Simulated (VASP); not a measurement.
Here is a VASP 6.6.1 calculation.

Contents of POSCAR:

```
Si16Ni
1.0
    0.0000000000      5.4300000000      5.4300000000
    5.4300000000      0.0000000000      5.4300000000
    5.4300000000      5.4300000000      0.0000000000
Si Ni
16 1
Direct
    0.0261721915      0.1754338858     -0.2107436464
    0.1525062615      0.1307055249      0.0390613260
   -0.0127055249      0.0226101289      0.4373731123
    0.2247860958     -0.0950179558      0.6148558932
   -0.0416232044      0.4376001842      0.1198863720
    0.1438511050      0.4066505525      0.3080772560
   -0.0717930018      0.5368974217      0.6098513812
    0.0366627993      0.6760869245      0.7515294659
    0.5215359116      0.0309075506     -0.0434893186
    0.6742812155      0.1840644567      0.0249119705
    0.7690588398     -0.0587177716      0.3399500000
    0.6119478821      0.1614230203      0.5732174954
    0.4488724678      0.5268735727      0.0756651013
    0.6017343462      0.6496179558      0.1690584715
    0.3637243094      0.5194204420      0.4990005525
    0.5524829650      0.7702628913      0.6730711786
    0.1195547882      0.7442652855      0.3261080110
```

Contents of INCAR.step1:

```
  ALGO = Normal
  EDIFF = 1E-4
  ENCUT = 520
  GGA = PE
  ISMEAR = 0
  ISPIN = 2
  LASPH = T
  LCHARG = F
  LMAXMIX = 4
  LREAL = Auto
  LWAVE = T
  MAGMOM = 0 0 0 0 0 0 0 0 0 0 0 0 0 0 0 0 0
  NBANDS = 55
  NELM = 150
  PREC = Accurate
  SIGMA = 0.02
```

INCAR.step2

```
  ALGO = Normal
  EDIFF = 1E-7
  ENCUT = 520
  ISIF = 2
  ISMEAR = 0
  ISPIN = 2
  ISTART = 1
  LASPH = T
  LCHARG = F
  LMAXMIX = 4
  LMIXTAU = T
  LORBIT = 11
  LREAL = Auto
  LWAVE = F
  MAGMOM = 0 0 0 0 0 0 0 0 0 0 0 0 0 0 0 0 0
  METAGGA = R2SCAN
  NBANDS = 55
  NELM = 150
  PREC = Accurate
  SIGMA = 0.02
```

Contents of KPOINTS:

```
k-points
0
Gamma
  1 1 1
```

Potentials or basis: VASP PAW PBE potentials, release 64 (Si, Ni).

Run with:

```sh
$ cat potpaw_PBE.64/Si/POTCAR potpaw_PBE.64/Ni/POTCAR > POTCAR
$ cp INCAR.step1 INCAR
$ mpirun -np 1 vasp_gam > vasp.out
$ cp INCAR.step2 INCAR
$ mpirun -np 1 vasp_gam > vasp.out
```

Question: What does it give for the largest force?

Answer: 0.674 eV/Å.

Question: Predict the pressure.

Answer: 3.3 GPa.

Question: What does it give for the band gap on the k mesh?

Answer: 0.56 eV.

Stress tensor (GPa, compression positive):
```
-0.59  1.16 -1.68
 1.16  4.73  2.12
-1.68  2.12  5.72
```

Caveat: the k points lie up to 1.00 Å⁻¹ apart; the PAW data sets were made with another functional, which shifts forces and pressure a little.
